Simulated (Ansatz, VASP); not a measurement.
## Al2O3: VASP beside Ansatz

File POSCAR:

```
Al2O3
1.0
    2.8843249483      0.0000000000      0.0000000000
   -1.4421624742      2.4978986780      0.0000000000
    0.0000000000      0.0000000000      9.3367544600
Al O
2 3
Direct
    0.0000000000      0.0000000000      0.1499923300
    0.0000000000      0.0000000000      0.8500076700
    0.3333333333      0.6666666667      0.2223169200
    0.6666666667      0.3333333333      0.0000000000
    0.3333333333      0.6666666667      0.7776830800
```

Contents of INCAR.step1:

```
SYSTEM = Al2O3
ALGO = Normal ; EDIFF = 1E-4
ENCUT = 520 ; GGA = PE
ISMEAR = 0 ; LASPH = .True.
LCHARG = .False. ; LREAL = .False.
LWAVE = .True. ; NBANDS = 20
NELM = 100 ; PREC = Accurate
SIGMA = 0.05
```

Contents of INCAR.step2:

```
SYSTEM = Al2O3
ALGO = Normal ; EDIFF = 1E-6
ENCUT = 520 ; ISIF = 2
ISMEAR = 0 ; ISTART = 1
LASPH = .True. ; LCHARG = .False.
LMIXTAU = .True. ; LREAL = .False.
LWAVE = .False. ; METAGGA = R2SCAN
NBANDS = 20 ; NELM = 100
PREC = Accurate ; SIGMA = 0.05
```

Contents of KPOINTS:

```
k-points
0
Gamma
  12 12 4
  0 0 0
```

Input for Ansatz:

```yaml
crystal:
  lattice:
    - [2.8843249483, 0.0, 0.0]
    - [-1.4421624742, 2.497898678, 0.0]
    - [0.0, 0.0, 9.33675446]
  atoms:
    - { symbol: Al, position: [0.0, 0.0, 0.14999233] }
    - { symbol: Al, position: [0.0, 0.0, 0.85000767] }
    - { symbol: O, position: [0.3333333333, 0.6666666667, 0.22231692] }
    - { symbol: O, position: [0.6666666667, 0.3333333333, 0.0] }
    - { symbol: O, position: [0.3333333333, 0.6666666667, 0.77768308] }
basis:
  ecutwfc: 500
kpoints:
  mp_grid: { grid: [12, 12, 4] }
hamiltonian:
  xc: r2scan
scf:
  occupations: { method: gaussian, width: 0.05 }
output:
  forces: true
  stress: true
  eigenvalues: true
```

Alike in both runs: task single point; functional r2SCAN; k mesh 12 × 12 × 4; occupations gaussian, width 0.05 eV; no spin polarisation.

```csv
,VASP,Ansatz
version,VASP 6.6.1,Ansatz 0.2.0
potentials or method,"VASP PAW PBE potentials, release 64 (Al, O), cutoff 520 eV","scalar-relativistic, plane waves, PAW"
valence electrons in the cell,24,24
```

VASP gave:

```
gap on the k mesh at the Fermi level (eV)                     : 5.60
least direct gap on the mesh (eV)                             : 5.83
pressure (GPa)                                                : -4.7
traceless stress, the component that is largest in VASP (GPa) : 1.16
rms of the force components (eV/Å)                            : 0.168
```

Task: What did Ansatz give for the same quantities?

Result: gap on the k mesh at the Fermi level (eV): 5.63; least direct gap on the mesh (eV): 5.85; pressure (GPa): -4.5; traceless stress, the component that is largest in VASP (GPa): 1.43; rms of the force components (eV/Å): 0.151.

VASP's potentials were made for PBE, not for r2SCAN. Atom by atom the forces differ by 0.017 eV/Å (rms over components). With one functional, cell and mesh, what is left measures potentials, basis and numerics.
